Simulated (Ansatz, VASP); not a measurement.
## One calculation of InSb, two programs

File INCAR:

```
PREC = Accurate ; ENCUT = 600
EDIFF = 1E-6 ; ISMEAR = -1
SIGMA = 0.15 ; LREAL = False
LASPH = True ; NELM = 80
ALGO = Normal ; ISIF = 3
LWAVE = False ; LCHARG = False
GGA = PS ; IBRION = 2
NSW = 80 ; EDIFFG = -0.001
```

The input KPOINTS:

```
Automatic mesh
0
Gamma
  12 12 12
```

POSCAR

```
InSb
1.0
    0.0000000000      3.2599290682      3.2599290682
    3.2599290682      0.0000000000      3.2599290682
    3.2599290682      3.2599290682      0.0000000000
In Sb
1 1
Direct
    0.0000000000      0.0000000000      0.0000000000
    0.7500000000      0.7500000000      0.7500000000
```

Input for Ansatz:

```yaml
crystal:
  lattice:
    - [0.0, 3.2599290581, 3.2599290581]
    - [3.2599290581, 0.0, 3.2599290581]
    - [3.2599290581, 3.2599290581, 0.0]
  atoms:
    - { symbol: In, position: [0.0, 0.0, 0.0] }
    - { symbol: Sb, position: [0.25, 0.25, 0.25] }
basis:
  ecutwfc: 420
kpoints:
  mp_grid: { grid: [12, 12, 12] }
hamiltonian:
  xc: pbesol
scf:
  occupations: { method: fermi_dirac, width: 0.15 }
output:
  forces: true
  stress: true
  eigenvalues: true
relax:
  adjacent_minimum: "off"
  f_tol: 0.001
  max_steps: 60
  cell: { stress_tol: 0.01 }
```

Alike in both runs: task relaxation of cell and atoms; functional PBEsol; k mesh 12 × 12 × 12; occupations fermi-dirac, width 0.15 eV; no spin polarisation.

|  | VASP | Ansatz |
| --- | --- | --- |
| version | VASP 6.6.1 | Ansatz 0.2.0 |
| potentials or method | VASP PAW PBE potentials, release 64 (In_d, Sb), cutoff 600 eV | scalar-relativistic, plane waves, PAW |
| valence electrons in the cell | 18 | 28 |

```csv
,VASP,Ansatz,Ansatz less VASP
"gap on the k mesh at the Fermi level, each at its own relaxed structure (eV)",none,none,-
relaxed volume (Å³/atom),34.69,34.64,-0.046
relaxed cell length with the largest relative difference (Å),4.612,4.610,-0.0020
```

VASP's potentials were made for PBE, not for PBEsol. A gap of «none» marks a metal or a gap that the smearing closes. VASP's potentials hold 18 valence electrons a cell and Ansatz's 28, so a difference there can come from the potentials and not from the codes.

Spin-orbit coupling is off throughout.
